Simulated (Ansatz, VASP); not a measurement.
# One calculation of SnO, two programs

INCAR

```
SYSTEM = SnO
ALGO = Normal ; EDIFF = 1E-6
ENCUT = 520 ; GGA = PE
ISIF = 2 ; ISMEAR = 0
LASPH = .TRUE. ; LCHARG = .FALSE.
LREAL = .FALSE. ; LWAVE = .FALSE.
NBANDS = 28 ; NELM = 80
PREC = Accurate ; SIGMA = 0.02
```

File KPOINTS:

```
k-points
0
G
  10 10 8
  0 0 0
```

Contents of POSCAR:

```
SnO
1.0
    3.8683851360      0.0000000000      0.0000000000
    0.0000000000      3.8683851360      0.0000000000
    0.0000000000      0.0000000000      5.0681278375
Sn O
2 2
Direct
    0.5000000000      0.0000000000      0.2286562985
    0.0000000000      0.5000000000      0.7713437015
    0.0000000000      0.0000000000      0.0000000000
    0.5000000000      0.5000000000      0.0000000000
```

Input for Ansatz:

```yaml
crystal:
  lattice:
    - [3.868385136, 0.0, 0.0]
    - [0.0, 3.868385136, 0.0]
    - [0.0, 0.0, 5.0681278375]
  atoms:
    - { symbol: Sn, position: [0.5, 0.0, 0.2286562985] }
    - { symbol: Sn, position: [0.0, 0.5, 0.7713437015] }
    - { symbol: O, position: [0.0, 0.0, 0.0] }
    - { symbol: O, position: [0.5, 0.5, 0.0] }
basis:
  ecutwfc: 420
kpoints:
  mp_grid: { grid: [10, 10, 8] }
  band_path: { path: [VBM, CBM], npoints: 2 }
hamiltonian:
  xc: pbe
scf:
  occupations: { method: gaussian, width: 0.02 }
output:
  forces: false
  stress: false
  eigenvalues: true
checkpoint:
  read: start.run
  write: ck
  compress: false
  write_wavefunctions: false
  write_every: 100000
```

Alike in both runs: task single point; functional PBE; k mesh 10 × 10 × 8; occupations gaussian, width 0.02 eV; no spin polarisation.

```csv
,VASP,Ansatz
version,VASP 6.6.1,Ansatz 0.2.0
potentials or method,"VASP PAW PBE potentials, release 64 (Sn_d, O), cutoff 520 eV","scalar-relativistic, plane waves, PAW"
valence electrons in the cell,40,40
```

|  | VASP | Ansatz | Ansatz less VASP |
| --- | --- | --- | --- |
| gap on the k mesh at the Fermi level (eV) | 0.51 | 0.50 | -0.009 |
| least direct gap on the mesh (eV) | 1.91 | 1.94 | +0.030 |

The functional is the same, so the differences come from potentials, cutoffs and numerics.
